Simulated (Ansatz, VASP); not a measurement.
**One calculation of Rh, two programs**

```xyz
2
Lattice="0.0000 2.7699 2.7699 2.7699 0.0000 2.7699 2.7699 2.7699 0.0000" Properties=species:S:1:pos:R:3 pbc="T T T"
Rh    0.6925    0.6925    0.6925
Rh    4.8473    4.8473    4.8473
```

Alike in both runs: task single point; functional BLYP; k mesh 11 × 11 × 11; occupations fermi-dirac, width 0.1 eV; no spin polarisation.

|  | VASP | Ansatz |
| --- | --- | --- |
| version | VASP 6.6.1 | Ansatz 0.2.0 |
| potentials or method | VASP PAW PBE potentials, release 64 (Rh_pv), cutoff 520 eV | plane waves (420 eV) with PAW, scalar-relativistic |
| valence electrons in the cell | 30 | 34 |

VASP gave:

```
pressure (GPa) : 5.3
```

Problem. What did Ansatz give for the same quantities?

Solution. Pressure (GPa): 4.8.

VASP's potentials were made for PBE, not for BLYP. With one functional, cell and mesh, what is left measures potentials, basis and numerics. VASP's potentials hold 30 valence electrons a cell and Ansatz's 34, so a difference there can come from the potentials and not from the codes.
